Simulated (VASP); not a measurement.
# Al12HO in VASP: single point with PBE

Aim: the single point of Al12HO with PBE.

Program: VASP 6.6.1. These are calculated values, not measurements. Logs are shortened: lines on timing, memory, paths and dates and some standing lists are left out, and cuts for length are marked.

## Step 1: The cell of the first run

The cell holds a slab with vacuum, 14 atoms: a = 5.714 Å, b = 5.714 Å, c = 22.175 Å, α = 90.00°, β = 90.00°, γ = 90.00°.

## Step 2: Single point, PBE, collinear spin, ferromagnetic start

INCAR

```
  PREC = Accurate
  ENCUT = 520
  EDIFF = 1E-7
  ISMEAR = 0
  SIGMA = 0.1
  LREAL = F
  LASPH = T
  NELM = 150
  ALGO = Normal
  ISIF = 2
  LWAVE = F
  LCHARG = T
  ISPIN = 2
  MAGMOM = 0 0 0 0 0 0 0 0 0 0 0 0 1 0
  LORBIT = 11
  LDIPOL = T
  IDIPOL = 3
  DIPOL = 0.5 0.5 0.289
  GGA = PE
  LELF = T
  LVHAR = T
  LVACPOTAV = T
  NBANDS = 38
```

KPOINTS

```
Automatic mesh
0
Gamma
  5 5 1
```

POSCAR

```
Al12HO
1.0
    5.7143028096      0.0000000000      0.0000000000
    0.0000000000      5.7143028096      0.0000000000
    0.0000000000      0.0000000000     22.1750227687
Al O H
12 1 1
Direct
    0.2500000000      0.2500000000      0.1803831293
    0.2500000000      0.7500000000      0.1803831293
    0.7500000000      0.2500000000      0.1803831293
    0.7500000000      0.7500000000      0.1803831293
    0.0000000000      0.0000000000      0.2744094920
    0.0000000000      0.5000000000      0.2744094920
    0.5000000000      0.0000000000      0.2744094920
    0.5000000000      0.5000000000      0.2744094920
    0.2500000000      0.2500000000      0.3686590473
    0.2500000000      0.7500000000      0.3686590473
    0.7500000000      0.2500000000      0.3686590473
    0.7500000000      0.7500000000      0.3686590473
    0.5000000000      0.5000000000      0.3560322283
    0.5000000000      0.5000000000      0.4011280106
```

Potentials or basis: VASP PAW PBE potentials, release 64 (Al, O, H).

Started as:

```console
> cat potpaw_PBE.64/Al/POTCAR potpaw_PBE.64/O/POTCAR potpaw_PBE.64/H/POTCAR > POTCAR
> mpirun -np 1 vasp_std > vasp.out
```

OUTCAR:

```text
PREC = Accurate
   ENCUT = 520
   EDIFF = 1E-7
   ISMEAR = 0
   LREAL = F
   LASPH = T
   NELM = 150
   ISIF = 2
   ISPIN = 2
   LORBIT = 11
   GGA = PE

 ion  position               nearest neighbor table
   1  0.250  0.250  0.180-   2 2.86   3 2.86   2 2.86   3 2.86   7 2.90   8 2.90   5 2.90   6 2.90

   2  0.250  0.750  0.180-   1 2.86   4 2.86   1 2.86   4 2.86   7 2.90   8 2.90   5 2.90   6 2.90

   3  0.750  0.250  0.180-   1 2.86   4 2.86   4 2.86   1 2.86   7 2.90   8 2.90   5 2.90   6 2.90

   4  0.750  0.750  0.180-   2 2.86   3 2.86   3 2.86   2 2.86   7 2.90   8 2.90   5 2.90   6 2.90

   5  0.000  0.000  0.274-   6 2.86   7 2.86   6 2.86   7 2.86   1 2.90   2 2.90   3 2.90   4 2.90
                            11 2.91  12 2.91   9 2.91  10 2.91
   6  0.000  0.500  0.274-   5 2.86   8 2.86   5 2.86   8 2.86   1 2.90   2 2.90   3 2.90   4 2.90
                            11 2.91  12 2.91   9 2.91  10 2.91
   7  0.500  0.000  0.274-   5 2.86   8 2.86   8 2.86   5 2.86   1 2.90   2 2.90   3 2.90   4 2.90
                            11 2.91  12 2.91   9 2.91  10 2.91
   8  0.500  0.500  0.274-  13 1.81   7 2.86   6 2.86   7 2.86   6 2.86   2 2.90   3 2.90   4 2.90
                             1 2.90  12 2.91   9 2.91  10 2.91  11 2.91
   9  0.250  0.250  0.369-  13 2.04  11 2.86  10 2.86  10 2.86  11 2.86   6 2.91   7 2.91   8 2.91
                             5 2.91
  10  0.250  0.750  0.369-  13 2.04  12 2.86   9 2.86   9 2.86  12 2.86   6 2.91   7 2.91   8 2.91
                             5 2.91
  11  0.750  0.250  0.369-  13 2.04  12 2.86   9 2.86  12 2.86   9 2.86   6 2.91   7 2.91   8 2.91
                             5 2.91
  12  0.750  0.750  0.369-  13 2.04  11 2.86  10 2.86  11 2.86  10 2.86   6 2.91   7 2.91   8 2.91
                             5 2.91
  13  0.500  0.500  0.356-  14 1.00   8 1.81  10 2.04  11 2.04  12 2.04   9 2.04
  14  0.500  0.500  0.401-  13 1.00

  LATTYP: Found a simple tetragonal cell.
 ALAT       =     5.7143028096
 C/A-ratio  =     3.8806173750

  Lattice vectors:

 A1 = (   5.7143028096,   0.0000000000,   0.0000000000)
 A2 = (   0.0000000000,   5.7143028096,   0.0000000000)
 A3 = (   0.0000000000,   0.0000000000,  22.1750227687)

Analysis of symmetry for initial positions (statically):
=====================================================================
 Subroutine PRICEL returns:
 Original cell was already a primitive cell.

 Routine SETGRP: Setting up the symmetry group for a
 simple tetragonal supercell.

 Subroutine GETGRP returns: Found  8 space group operations
 (whereof  8 operations were pure point group operations)
 out of a pool of 16 trial point group operations.

The static configuration has the point symmetry C_4v.

Analysis of symmetry for dynamics (positions and initial velocities):
=====================================================================
 Subroutine PRICEL returns:
 Original cell was already a primitive cell.

 Routine SETGRP: Setting up the symmetry group for a
 simple tetragonal supercell.

 Subroutine GETGRP returns: Found  8 space group operations
 (whereof  8 operations were pure point group operations)
 out of a pool of 16 trial point group operations.

The dynamic configuration has the point symmetry C_4v.

Analysis of structural, dynamic, and magnetic symmetry:
=====================================================================
 Subroutine PRICEL returns:
 Original cell was already a primitive cell.

 Routine SETGRP: Setting up the symmetry group for a
 simple tetragonal supercell.

 Subroutine GETGRP returns: Found  8 space group operations
 (whereof  8 operations were pure point group operations)
 out of a pool of 16 trial point group operations.

The overall configuration has the point symmetry C_4v.

 Subroutine INISYM returns: Found  8 space group operations
 (whereof  8 operations are pure point group operations),
 and found     1 'primitive' translations

----------------------------------------------------------------------------------------

                                     Primitive cell

  volume of cell :     724.0867

  direct lattice vectors                    reciprocal lattice vectors
[... 102 lines left out ...]
   PSTRESS=    0.0 pullay stress
   NELECT =      43.0000    total number of electrons
   NUPDOWN=      -1.0000    fix difference up-down
   EMIN   =  10.00;   EMAX   =-10.00  energy-range for DOS
   EFERMI =   0.00;   METHOD = LEGACY
   ISMEAR =     0;   SIGMA  =   0.10  broadening in eV -4-tet -1-fermi 0-gaus
   EFERMI_NEDOS =   21; number of points for ismear=-14 and -15
   IALGO  =     38    algorithm
   IMIX   =      4    mixing-type and parameters
     AMIX     =   0.40;   BMIX     =  1.00
     AMIX_MAG =   1.60;   BMIX_MAG =  1.00
  volume/ion in A,a.u.               =      51.72       349.03
  Fermi-wavevector in a.u.,A,eV,Ry     =   0.638706  1.206979  5.550428  0.407945
  Thomas-Fermi vector in A             =   1.704136
   LORBIT       =     11    0 simple, 1 ext, 2 COOP (PROOUT), +10 PAW based schemes
   GGA     = PE    functional components
   LHFCALC =     F    Hartree Fock is set to
   AEXX    =    0.0000 exact exchange contribution
   IVDW    =     0    specifies the selected vdW correction
   LEPSILON=     F    determine dielectric tensor
   LRPA    =     F    only Hartree local field effects (RPA)
 spin polarized calculation
 Gauss-broadening in eV      SIGMA  =   0.10
  energy-cutoff  :      520.00
  volume of cell :      724.09
 maximum number of plane-waves:     19529
   NGX = 21   NGY = 21   NGZ = 83

 dipolmoment           0.000000      0.000000     -0.002395 electrons x Angstroem

 number of electron      42.9999992 magnetization       0.0000011

 number of electron      42.9999992 magnetization      -0.0000068

 dipolmoment           0.000000      0.000000      0.037085 electrons x Angstroem

 Free energy of the ion-electron system (eV)
  ---------------------------------------------------
  ext. energy  EPLUGINS =         0.00000000
  ---------------------------------------------------
  free energy    TOTEN  =       -48.24314843 eV

  energy without entropy =      -48.20639681  energy(sigma->0) =      -48.22477262

 E-fermi :  -0.8235     XC(G=0):  -3.8141

 val. band max:       -0.8788776283   @ k =   0.4000   0.0000   0.0000
 cond. band min:      -0.7856887729   @ k =   0.0000   0.0000   0.0000
 fundamental gap:      0.0931888554
 Fermi energy:        -0.8235282250

 spin component 1

 k-point     1 :       0.0000    0.0000    0.0000
  band No.  band energies     occupation
      1     -25.7685      1.00000
      2     -13.6848      1.00000
      3     -11.0133      1.00000
      4     -11.0133      1.00000
      5     -10.5977      1.00000
      6      -8.5298      1.00000
[... 205 lines left out ...]
     32       2.2757      0.00000
     33       2.6071      0.00000
 Fermi energy:        -0.8235282250

 spin component 2

 k-point     1 :       0.0000    0.0000    0.0000
  band No.  band energies     occupation
      1     -25.7685      1.00000
      2     -13.6848      1.00000
      3     -11.0133      1.00000
      4     -11.0133      1.00000
      5     -10.5977      1.00000
      6      -8.5298      1.00000
[... 205 lines left out ...]
     32       2.2757      0.00000
     33       2.6071      0.00000
 [bands above 33 left out]

------------------------ aborting loop because EDIFF is reached ----------------------------------------

  FORCE on cell =-STRESS in cart. coord.  units (eV):
  Direction    XX          YY          ZZ          XY          YZ          ZX
  --------------------------------------------------------------------------------------
  -------------------------------------------------------------------------------------
  Total        4.1363867      4.1363867      5.6168800      0.0000000      0.0000000      0.0000000
  in kB        9.1525296      9.1525296     12.4283981      0.0000000      0.0000000      0.0000000
  external PRESSURE =      10.2444858 kB  Pullay stress =       0.0000000 kB

 VOLUME and BASIS-vectors are now :
 -----------------------------------------------------------------------------
  energy-cutoff  :      520.00
  volume of cell :      724.09
      direct lattice vectors                 reciprocal lattice vectors
     5.714302810  0.000000000  0.000000000     0.174999476  0.000000000  0.000000000
     0.000000000  5.714302810  0.000000000     0.000000000  0.174999476  0.000000000
     0.000000000  0.000000000 22.175022769     0.000000000  0.000000000  0.045095782

 POSITION                                       TOTAL-FORCE (eV/Angst)
 -----------------------------------------------------------------------------------
      1.42858      1.42858      4.00000        -0.040460     -0.040460      0.098149
      1.42858      4.28573      4.00000        -0.040460      0.040460      0.098149
      4.28573      1.42858      4.00000         0.040460     -0.040460      0.098149
      4.28573      4.28573      4.00000         0.040460      0.040460      0.098149
      0.00000      0.00000      6.08504        -0.000000      0.000000     -0.180707
      0.00000      2.85715      6.08504        -0.000000      0.000000      0.085703
      2.85715      0.00000      6.08504        -0.000000      0.000000      0.085703
      2.85715      2.85715      6.08504        -0.000000      0.000000     -3.065591
      1.42858      1.42858      8.17502        -1.841040     -1.841040      0.064239
      1.42858      4.28573      8.17502        -1.841040      1.841040      0.064239
      4.28573      1.42858      8.17502         1.841040     -1.841040      0.064239
      4.28573      4.28573      8.17502         1.841040      1.841040      0.064239
      2.85715      2.85715      7.89502         0.000000      0.000000      0.860379
      2.85715      2.85715      8.89502        -0.000000      0.000000      1.564961
 -----------------------------------------------------------------------------------
    total drift:                                0.000000     -0.000000     -0.000305

  FREE ENERGIE OF THE ION-ELECTRON SYSTEM (eV)
  ---------------------------------------------------
  free  energy   TOTEN  =       -48.2431484312 eV

  energy  without entropy=      -48.2063968076  energy(sigma->0) =      -48.22477262

 vacuum level on the upper side and lower side of the slab         3.734         3.528

 total charge

# of ion       s       p       d       tot
------------------------------------------
    1        0.475   0.284   0.000   0.759
    2        0.475   0.284   0.000   0.759
    3        0.475   0.284   0.000   0.759
    4        0.475   0.284   0.000   0.759
    5        0.436   0.326   0.000   0.763
    6        0.419   0.349   0.000   0.769
    7        0.419   0.349   0.000   0.769
    8        0.413   0.346   0.000   0.759
    9        0.485   0.284   0.000   0.768
   10        0.485   0.284   0.000   0.768
   11        0.485   0.284   0.000   0.768
   12        0.485   0.284   0.000   0.768
   13        1.623   3.670   0.000   5.292
   14        0.547   0.134   0.000   0.681
--------------------------------------------------
tot          7.697   7.445   0.000  15.142

 magnetization (x)

# of ion       s       p       d       tot
------------------------------------------
    1        0.000   0.000   0.000   0.000
    2        0.000   0.000   0.000   0.000
    3        0.000   0.000   0.000   0.000
    4        0.000   0.000   0.000   0.000
    5       -0.000   0.000   0.000  -0.000
    6        0.000   0.000   0.000   0.000
    7        0.000   0.000   0.000   0.000
    8        0.000   0.000   0.000   0.000
    9        0.000  -0.000   0.000   0.000
   10        0.000  -0.000   0.000   0.000
   11        0.000  -0.000   0.000   0.000
   12        0.000  -0.000   0.000   0.000
   13       -0.000  -0.000   0.000  -0.000
   14       -0.000  -0.000   0.000  -0.000
--------------------------------------------------
tot          0.000   0.000   0.000   0.000
```

Wall time 31 min (1 thread of Intel Xeon 8259CL, shared host); peak memory 1 GiB.

What came out:

```yaml
Free_energy: -48.2431 eV
Largest_force: 3.066 eV/Å
Net_moment: 0.00 μB per cell
Valence_electrons_inside_the_program's_atomic_spheres: Al 0.76, 0.77 (each value once); O 5.29; H 0.68
```

Forces on the atoms (eV/Å):
```
Al  -0.040 -0.040  0.098
Al  -0.040  0.040  0.098
Al   0.040 -0.040  0.098
Al   0.040  0.040  0.098
Al   0.000  0.000 -0.181
Al   0.000  0.000  0.086
Al   0.000  0.000  0.086
Al   0.000  0.000 -3.066
Al  -1.841 -1.841  0.064
Al  -1.841  1.841  0.064
Al   1.841 -1.841  0.064
Al   1.841  1.841  0.064
O    0.000  0.000  0.860
H    0.000  0.000  1.565
```
